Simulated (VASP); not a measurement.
Zr4Si3, 7 atoms in the cell. It takes space group P-43m (No. 215, cubic). Conventional cell: a = 4.953 Å, b = 4.953 Å, c = 4.953 Å, α = 90.00°, β = 90.00°, γ = 90.00°. Zr (site symmetry 3m) has 3 Si at 2.23 Å within 2.9 Å. Within 2.9 Å of Si (site symmetry -42m) lie 4 Zr at 2.23 Å. 

| Item | Value |
| --- | --- |
| Program | VASP 6.6.1 |
| Task | relaxation of cell and atoms |
| Functional | PBE |
| Potentials or basis | VASP PAW PBE potentials, release 64 (Zr_sv, Si) |
| Cutoff | 500 eV |
| k mesh | 3 × 3 × 3 |
| Occupations | gaussian, width 0.2 eV |
| Spin | no spin polarisation |
| Dipole correction | no |
| Further INCAR settings | ALGO = Normal; EDIFF = 1e-07; IBRION = 2; EDIFFG = -0.08; NSW = 36; ISIF = 3 |

Potentials or basis: VASP PAW PBE potentials, release 64 (Zr_sv, Si).

Run with:

```sh
$ cat potpaw_PBE.64/Zr_sv/POTCAR potpaw_PBE.64/Si/POTCAR > POTCAR
$ mpirun -np 1 vasp_std > vasp.out
```

Hardware: 1 thread of Intel Xeon 8259CL, on a shared host.

**Question.** How long does it take, and how much memory?

**Answer.** It took 4.6 min on 1 thread of Intel Xeon 8259CL, on a shared host, peak memory 0.21 GiB. Counts: scf iterations 94, k points 4, ion steps 7.
